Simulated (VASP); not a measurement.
Runs of VASP 6.6.1 on TaN. The structure is that of space group P-62m (No. 189), or close to it. The cells are those of the table. 

```tsv
task	cell	gap on the mesh (eV)	pressure (GPa)	largest force (eV/Å)
electric field gradients	a = 5.264, b = 5.264, c = 2.949 Å, angles 90.0, 90.0, 120.0°, 6 atoms	none	-14.6	0.14
electric field gradients	a = 5.126, b = 5.126, c = 2.872 Å, angles 90.0, 90.0, 120.0°, 6 atoms	none	(a)	0.22
single point	a = 5.179, b = 5.179, c = 2.901 Å, angles 90.0, 90.0, 120.0°, 6 atoms	none	0.4	0.07
electric field gradients	a = 5.179, b = 5.179, c = 2.901 Å, angles 90.0, 90.0, 120.0°, 6 atoms	none	0.4	0.07
```

Alike in all rows: level PBEsol; potentials or basis VASP PAW PBE potentials, release 64 (Ta_pv, N); no spin polarisation; k mesh 6 × 6 × 9; cutoff (eV) 520; smearing fermi-dirac 0.01 eV.

Task: Fill in the values left out.

Result: (a) 11.5.

Caveats: the PAW data sets were made with another functional, which shifts forces and pressure a little; spin-orbit coupling is left out, which moves the levels of the heavy elements; the cell stands under tension (at least some runs); the cell stands under pressure (at least some runs).

A k mesh can miss the band edges, and the runs leave out spin-orbit coupling on Ta.

A gap of «none» marks levels without a gap at the run's occupations.
